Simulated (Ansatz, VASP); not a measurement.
H: VASP beside Ansatz

INCAR

```
SYSTEM = H
PREC     = Accurate       ! precision mode
ENCUT    = 520            ! plane-wave cutoff, eV
EDIFF    = 1E-6           ! SCF threshold, eV
ISMEAR   = 0              ! smearing method
SIGMA    = 0.05           ! smearing width, eV
LREAL    = .FALSE.        ! projectors in reciprocal space
LASPH    = .TRUE.         ! aspherical terms in the spheres
NELM     = 100            ! most SCF steps
ALGO     = Normal         ! electronic algorithm
ISIF     = 2              ! what is computed and relaxed
LWAVE    = .FALSE.        ! write WAVECAR
LCHARG   = .FALSE.        ! write CHGCAR
GGA      = PE             ! functional
NBANDS   = 8              ! bands
```

Contents of KPOINTS:

```
Automatic mesh
0
G
  8 8 8
  0 0 0
```

Contents of POSCAR:

```
H
1.0
   -1.7806729323      1.9290623433      2.2855640979
    1.7806729323     -1.9290623433      2.2855640979
    1.7806729323      1.9290623433     -2.2855640979
H
2
Direct
    0.9178910720      0.9178910720      0.0000000000
    0.0821089280      0.0821089280      0.0000000000
```

Input for Ansatz:

```yaml
crystal:
  lattice:
    - [-1.7806729323, 1.9290623433, 2.2855640979]
    - [1.7806729323, -1.9290623433, 2.2855640979]
    - [1.7806729323, 1.9290623433, -2.2855640979]
  atoms:
    - { symbol: H, position: [0.917891072, 0.917891072, 0.0] }
    - { symbol: H, position: [0.082108928, 0.082108928, 0.0] }
basis:
  ecutwfc: 420
kpoints:
  mp_grid: { grid: [8, 8, 8] }
hamiltonian:
  xc: pbe
scf:
  occupations: { method: gaussian, width: 0.05 }
output:
  forces: true
  stress: true
  eigenvalues: true
```

Change from the starting cell: strain -0.0400 x Voigt [1, -1, 0, 0, 0, 0], atoms carried along.

Alike in both runs: task single point; functional PBE; k mesh 8 × 8 × 8; occupations gaussian, width 0.05 eV; no spin polarisation.

|  | VASP | Ansatz |
| --- | --- | --- |
| version | VASP 6.6.1 | Ansatz 0.2.0 |
| potentials or method | VASP PAW PBE potentials, release 64 (H), cutoff 520 eV | scalar-relativistic, plane waves, PAW |
| valence electrons in the cell | 2 | 2 |

```csv
,VASP,Ansatz,Ansatz less VASP
gap on the k mesh at the Fermi level (eV),9.13,9.13,-0.001
least direct gap on the mesh (eV),9.64,9.64,-0.002
pressure (GPa),-0.1,0.0,+0.16
rms of the force components (eV/Å),0.006,0.001,-0.0046
```

Atom by atom the forces differ by 0.007 eV/Å (rms over components). The functional is the same, so the differences come from potentials, cutoffs and numerics.
